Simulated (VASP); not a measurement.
# La (P6_3/mmc) in VASP: notebook

Runs on La. Level: PBEsol. Tasks: single point, relaxation of cell and atoms.

All numbers are computed with VASP 6.6.1; they aren't measurements. Logs are shortened: lines on timing, memory, paths and dates and some standing lists are left out, and cuts for length are marked.

## 1. The cell of the first run

It takes space group P6_3/mmc (No. 194, hexagonal). The conventional cell has a = 3.639 Å, b = 3.639 Å, c = 11.866 Å, α = 90.00°, β = 90.00°, γ = 120.00°. La (site symmetry -3m) has 12 La at 3.64 Å within 4.8 Å. La (site symmetry -6m2) has 12 La at 3.64 Å within 4.8 Å.

## 2. Single point, PBEsol

INCAR reads:

```
  ALGO = Normal
  EDIFF = 1E-6
  ENCUT = 520
  GGA = PS
  ISIF = 2
  ISMEAR = -1
  LASPH = True
  LCHARG = False
  LREAL = False
  LWAVE = False
  NBANDS = 30
  NELM = 60
  PREC = Accurate
  SIGMA = 0.05
```

KPOINTS reads:

```
k-points
0
Gamma
  7 7 2
```

POSCAR reads:

```
La
1.0
    3.6389540356      0.0000000000      0.0000000000
   -1.8194770178      3.1514266381      0.0000000000
    0.0000000000      0.0000000000     11.8658501484
La
4
Direct
    0.0000000000      0.0000000000      0.0000000000
    0.0000000000      0.0000000000      0.5000000000
    0.3333333333      0.6666666667      0.7500000000
    0.6666666667      0.3333333333      0.2500000000
```

Potentials or basis: VASP PAW PBE potentials, release 64 (La).

Command:

```bash
cat potpaw_PBE.64/La/POTCAR > POTCAR
mpirun -np 1 vasp_std > vasp.out
```

OUTCAR:

```text
EDIFF = 1E-6
   ENCUT = 520
   GGA = PS
   ISIF = 2
   ISMEAR = -1
   LASPH = True
   LREAL = False
   NELM = 60
   PREC = Accurate

 ion  position               nearest neighbor table
   1  0.000  0.000  0.000-   3 3.64   4 3.64   4 3.64   3 3.64   4 3.64   3 3.64
   2  0.000  0.000  0.500-   3 3.64   4 3.64   4 3.64   3 3.64   4 3.64   3 3.64
   3  0.333  0.667  0.750-   1 3.64   2 3.64   1 3.64   2 3.64   1 3.64   2 3.64
   4  0.667  0.333  0.250-   1 3.64   2 3.64   1 3.64   2 3.64   1 3.64   2 3.64

  LATTYP: Found a hexagonal cell.
 ALAT       =     3.6389540356
 C/A-ratio  =     3.2607859380

  Lattice vectors:

 A1 = (   3.6389540356,   0.0000000000,   0.0000000000)
 A2 = (  -1.8194770178,   3.1514266381,   0.0000000000)
 A3 = (   0.0000000000,   0.0000000000,  11.8658501484)

Analysis of symmetry for initial positions (statically):
=====================================================================
 Subroutine PRICEL returns:
 Original cell was already a primitive cell.

 Routine SETGRP: Setting up the symmetry group for a
 hexagonal supercell.

 Subroutine GETGRP returns: Found 24 space group operations
 (whereof 12 operations were pure point group operations)
 out of a pool of 24 trial point group operations.

The static configuration has the point symmetry D_3d.
 The point group associated with its full space group is D_6h.

Analysis of symmetry for dynamics (positions and initial velocities):
=====================================================================
 Subroutine PRICEL returns:
 Original cell was already a primitive cell.

 Routine SETGRP: Setting up the symmetry group for a
 hexagonal supercell.

 Subroutine GETGRP returns: Found 24 space group operations
 (whereof 12 operations were pure point group operations)
 out of a pool of 24 trial point group operations.

The dynamic configuration has the point symmetry D_3d.
 The point group associated with its full space group is D_6h.

 Subroutine INISYM returns: Found 24 space group operations
 (whereof 12 operations are pure point group operations),
 and found     1 'primitive' translations

----------------------------------------------------------------------------------------

                                     Primitive cell

  volume of cell :     136.0763

  direct lattice vectors                    reciprocal lattice vectors
     3.638954036  0.000000000  0.000000000     0.274804241  0.158658302  0.000000000
    -1.819477018  3.151426638  0.000000000     0.000000000  0.317316604  0.000000000
     0.000000000  0.000000000 11.865850148     0.000000000  0.000000000  0.084275462

  length of vectors
     3.638954036  3.638954036 11.865850148     0.317316604  0.317316604  0.084275462

  position of ions in fractional coordinates (direct lattice)
     0.000000000  0.000000000  0.000000000
     0.000000000  0.000000000  0.500000000
     0.333333333  0.666666667  0.750000000
     0.666666667  0.333333333  0.250000000

  ion indices of the primitive-cell ions
   primitive index   ion index
                 1           1
                 2           2
                 3           3
                 4           4

----------------------------------------------------------------------------------------

 KPOINTS: k-points

Automatic generation of k-mesh.
 Grid dimensions read from file:
 generate k-points for:    7    7    2

 Generating k-lattice:

  Cartesian coordinates                     Fractional coordinates (reciprocal lattice)
     0.039257749  0.022665472  0.000000000     0.142857143  0.000000000  0.000000000
     0.000000000  0.045330943  0.000000000     0.000000000  0.142857143  0.000000000
     0.000000000  0.000000000  0.042137731     0.000000000  0.000000000  0.500000000

  Length of vectors
     0.045330943  0.045330943  0.042137731

  Shift w.r.t. Gamma in fractional coordinates (k-lattice)
     0.000000000  0.000000000  0.000000000

 Subroutine IBZKPT returns following result:
 ===========================================

 Found     16 irreducible k-points:

 Following reciprocal coordinates:
            Coordinates               Weight
  0.000000  0.000000  0.000000      1.000000
  0.142857 -0.000000  0.000000      6.000000
  0.285714  0.000000  0.000000      6.000000
  0.428571  0.000000  0.000000      6.000000
  0.142857  0.142857  0.000000      6.000000
  0.285714  0.142857  0.000000     12.000000
[... 8 lines left out ...]
  0.428571  0.142857  0.500000      6.000000
  0.285714  0.285714  0.500000      6.000000
   k-points           NKPTS =     16   k-points in BZ     NKDIM =     16   number of bands    NBANDS=     30
   number of dos      NEDOS =    301   number of ions     NIONS =      4
   total plane-waves  NPLWV =  70560
   dimension x,y,z NGX =    28 NGY =   28 NGZ =   90
   dimension x,y,z NGXF=    56 NGYF=   56 NGZF=  180
   ions per type =               4
   NGX,Y,Z   is equivalent  to a cutoff of  12.79, 12.79, 12.61 a.u.
   NGXF,Y,Z  is equivalent  to a cutoff of  25.58, 25.58, 25.22 a.u.
 SYSTEM =  unknown system
   PREC   = accura    normal or accurate (medium, high low for compatibility)
   ISTART =      0    job   : 0-new  1-cont  2-samecut
   ICHARG =      2    charge: 1-file 2-atom 10-const
   ISPIN  =      1    spin polarized calculation?
   LNONCOLLINEAR =      F non collinear calculations
   LSORBIT =      F    spin-orbit coupling
   LASPH  =      T    aspherical Exc in radial PAW
   ENCUT  =  520.0 eV  38.22 Ry    6.18 a.u.   6.77  6.77 22.06*2*pi/ulx,y,z
   NELM   =     60;   NELMIN=  2; NELMDL= -5     # of ELM steps
   EDIFF  = 0.1E-05   stopping-criterion for ELM
   LREAL  =      F    real-space projection
   EDIFFG = 0.1E-04   stopping-criterion for IOM
   NSW    =      0    number of steps for IOM
   IBRION =     -1    ionic relax: 0-MD 1-quasi-New 2-CG
   NFREE  =      0    steps in history (QN), initial steepest desc. (CG)
   ISIF   =      2    stress and relaxation
   ISYM   =      2    0-nonsym 1-usesym 2-fastsym
   POTIM  = 0.5000    time-step for ionic-motion
   TEBEG  =    0.0;   TEEND  =   0.0 temperature during run
   PSTRESS=    0.0 pullay stress
   NELECT =      44.0000    total number of electrons
   NUPDOWN=      -1.0000    fix difference up-down
   EMIN   =  10.00;   EMAX   =-10.00  energy-range for DOS
   EFERMI =   0.00;   METHOD = LEGACY
   ISMEAR =    -1;   SIGMA  =   0.05  broadening in eV -4-tet -1-fermi 0-gaus
   EFERMI_NEDOS =   21; number of points for ismear=-14 and -15
   IALGO  =     38    algorithm
   IMIX   =      4    mixing-type and parameters
     AMIX     =   0.40;   BMIX     =  1.00
     AMIX_MAG =   1.60;   BMIX_MAG =  1.00
  volume/ion in A,a.u.               =      34.02       229.57
  Fermi-wavevector in a.u.,A,eV,Ry     =   1.123651  2.123393 17.178607  1.262592
  Thomas-Fermi vector in A             =   2.260319
   LORBIT       =      0    0 simple, 1 ext, 2 COOP (PROOUT), +10 PAW based schemes
   GGA     = PS    functional components
   LHFCALC =     F    Hartree Fock is set to
   AEXX    =    0.0000 exact exchange contribution
   IVDW    =     0    specifies the selected vdW correction
   LEPSILON=     F    determine dielectric tensor
   LRPA    =     F    only Hartree local field effects (RPA)
 non-spin polarized calculation
  energy-cutoff  :      520.00
  volume of cell :      136.08
 maximum number of plane-waves:      3680
 NGX is ok and might be reduce to    28
   NGX = 13   NGY = 13   NGZ = 45

 number of electron      43.9999997 magnetization

 Free energy of the ion-electron system (eV)
  ---------------------------------------------------
  ext. energy  EPLUGINS =         0.00000000
  ---------------------------------------------------
  free energy    TOTEN  =       -21.45607754 eV

  energy without entropy =      -21.41239961  energy(sigma->0) =      -21.43423858

 E-fermi :   8.6008     XC(G=0): -10.0495

 val. band max:        8.5530315008   @ k =   0.1429  -0.0000   0.0000
 cond. band min:       8.6473933395   @ k =   0.4286   0.1429   0.0000
 fundamental gap:      0.0943618387
 Fermi energy:         8.6008253843

 k-point     1 :       0.0000    0.0000    0.0000
  band No.  band energies     occupation
      1     -24.1518      2.00000
      2     -24.0186      2.00000
      3     -24.0117      2.00000
      4     -23.8724      2.00000
      5      -8.6846      2.00000
      6      -7.8547      2.00000
[... 22 lines left out ...]
     29      10.0859      0.00000
     30      10.2023      0.00000

 k-point     2 :       0.1429   -0.0000    0.0000
  band No.  band energies     occupation
      1     -24.1066      2.00000
      2     -23.9845      2.00000
      3     -23.9776      2.00000
      4     -23.8503      2.00000
      5      -8.5783      2.00000
      6      -7.8934      2.00000
[... 22 lines left out ...]
     29      10.2342      0.00000
     30      10.3801      0.00000

 k-point     3 :       0.2857    0.0000    0.0000
  band No.  band energies     occupation
      1     -23.9974      2.00000
      2     -23.9064      2.00000
      3     -23.8993      2.00000
      4     -23.8058      2.00000
      5      -8.3296      2.00000
      6      -8.2095      2.00000
[... 22 lines left out ...]
     29      10.1030      0.00000
     30      10.4084      0.00000

 k-point     4 :       0.4286    0.0000    0.0000
  band No.  band energies     occupation
      1     -23.8935      2.00000
      2     -23.8424      2.00000
      3     -23.8350      2.00000
      4     -23.7833      2.00000
      5      -8.5950      2.00000
      6      -8.5561      2.00000
[... 352 lines left out ...]
     29      10.1231      0.00000
     30      10.1231      0.00000

 k-point    15 :       0.4286    0.1429    0.5000
  band No.  band energies     occupation
      1     -23.8472      2.00000
      2     -23.8472      2.00000
      3     -23.7944      2.00000
      4     -23.7944      2.00000
      5      -8.4965      2.00000
      6      -8.4965      2.00000
[... 22 lines left out ...]
     29      10.5536      0.00000
     30      10.5593      0.00000

 k-point    16 :       0.2857    0.2857    0.5000
  band No.  band energies     occupation
      1     -23.8319      2.00000
      2     -23.8319      2.00000
      3     -23.7940      2.00000
      4     -23.7940      2.00000
      5      -8.3226      2.00000
      6      -8.3226      2.00000
[... 22 lines left out ...]
     29      10.2098      0.00000
     30      10.2104      0.00000

------------------------ aborting loop because EDIFF is reached ----------------------------------------

  FORCE on cell =-STRESS in cart. coord.  units (eV):
  Direction    XX          YY          ZZ          XY          YZ          ZX
  --------------------------------------------------------------------------------------
  -------------------------------------------------------------------------------------
  Total        0.0566108      0.0566108      0.0454546      0.0000000     -0.0000000      0.0000000
  in kB        0.6665413      0.6665413      0.5351870      0.0000000     -0.0000000      0.0000000
  external PRESSURE =       0.6227565 kB  Pullay stress =       0.0000000 kB

 VOLUME and BASIS-vectors are now :
 -----------------------------------------------------------------------------
  energy-cutoff  :      520.00
  volume of cell :      136.08
      direct lattice vectors                 reciprocal lattice vectors
     3.638954036  0.000000000  0.000000000     0.274804241  0.158658302  0.000000000
    -1.819477018  3.151426638  0.000000000     0.000000000  0.317316604  0.000000000
     0.000000000  0.000000000 11.865850148     0.000000000  0.000000000  0.084275462

 POSITION                                       TOTAL-FORCE (eV/Angst)
 -----------------------------------------------------------------------------------
      0.00000      0.00000      0.00000         0.000000      0.000000      0.000000
      0.00000      0.00000      5.93293         0.000000      0.000000      0.000000
     -0.00000      2.10095      8.89939         0.000000     -0.000000     -0.000000
      1.81948      1.05048      2.96646        -0.000000     -0.000000      0.000000
 -----------------------------------------------------------------------------------
    total drift:                               -0.000000      0.000000      0.000000

  FREE ENERGIE OF THE ION-ELECTRON SYSTEM (eV)
  ---------------------------------------------------
  free  energy   TOTEN  =       -21.4560775415 eV

  energy  without entropy=      -21.4123996093  energy(sigma->0) =      -21.43423858
```

Wall time 55 s (1 thread of Intel Xeon 6975P-C (Granite Rapids), shared host); peak memory 0.27 GiB.

What came out:

```yaml
Free_energy: -21.4561 eV
Pressure: 0.1 GPa
Band_gap_on_the_k_mesh: zero (bands 22 and 23 overlap by 0.90 eV)
```

Levels at points of the mesh, in eV from the Fermi level:
```
           k point  band 18  band 19  band 20  band 21  band 22  band 23  band 24  band 25  band 26  band 27
(0.00, 0.00, 0.00)    -1.87    -1.83    -1.82     0.57     0.70     1.27     1.32     1.32     1.39     1.42
(0.00, 0.00, 0.50)    -2.67    -1.76    -1.76     0.76     0.76     1.39     1.39     1.39     1.39     1.39
```

Caveat: the PAW data sets were made with another functional, which shifts forces and pressure a little; spin-orbit coupling is left out, which moves the levels of the heavy elements.

(Continued in part 2 of 2.)

The gap in the log of VASP goes by the Fermi energy; the results here count the filled bands.